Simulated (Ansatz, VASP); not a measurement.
Two plane-wave programs on Ba

INCAR

```
SYSTEM = Ba
PREC = Accurate
ENCUT = 520
EDIFF = 1E-7
ISMEAR = -1
SIGMA = 0.1
LREAL = .False.
LASPH = .True.
NELM = 80
ALGO = Normal
ISIF = 2
LWAVE = .False.
LCHARG = .False.
GGA = RP
NBANDS = 17
```

Contents of KPOINTS:

```
Automatic mesh
0
Gamma
  6 6 6
  0 0 0
```

File POSCAR:

```
Ba
1.0
    0.0000000000      5.3502007517      5.3502007517
    5.3502007517      0.0000000000      5.3502007517
    5.3502007517      5.3502007517      0.0000000000
Ba
2
Direct
    0.1250000000      0.1250000000      0.1250000000
    0.8750000000      0.8750000000      0.8750000000
```

Input for Ansatz:

```yaml
crystal:
  lattice:
    - [0.0, 5.3502007517, 5.3502007517]
    - [5.3502007517, 0.0, 5.3502007517]
    - [5.3502007517, 5.3502007517, 0.0]
  atoms:
    - { symbol: Ba, position: [0.125, 0.125, 0.125] }
    - { symbol: Ba, position: [0.875, 0.875, 0.875] }
hamiltonian:
  xc: rpbe
  pseudopotentials:
    kind: paw
    azcp:
      Ba: "pseudopotentials/Ba.paw.azcp"
basis:
  ecutwfc: 420
  fft_grid_basis: typed
kpoints:
  mp_grid: { grid: [6, 6, 6], shift: [0, 0, 0] }
magnetization:
  spin_polarized: false
scf:
  occupations: { method: fermi_dirac, width: 0.1 }
  lower_state_search: "off"
output:
  stress: true
```

Alike in both runs: task single point; functional RPBE; k mesh 6 × 6 × 6; occupations fermi-dirac, width 0.1 eV; no spin polarisation.

```csv
,VASP,Ansatz
version,VASP 6.6.1,Ansatz 0.2.0
potentials or method,"VASP PAW PBE potentials, release 64 (Ba_sv), cutoff 520 eV","plane waves (420 eV) with PAW, scalar-relativistic"
valence electrons in the cell,20,20
```

```tsv
	VASP	Ansatz	Ansatz less VASP
pressure (GPa)	-0.1	-0.1	-0.01
```

VASP's potentials were made for PBE, not for RPBE.

Neither program's run includes spin-orbit coupling.
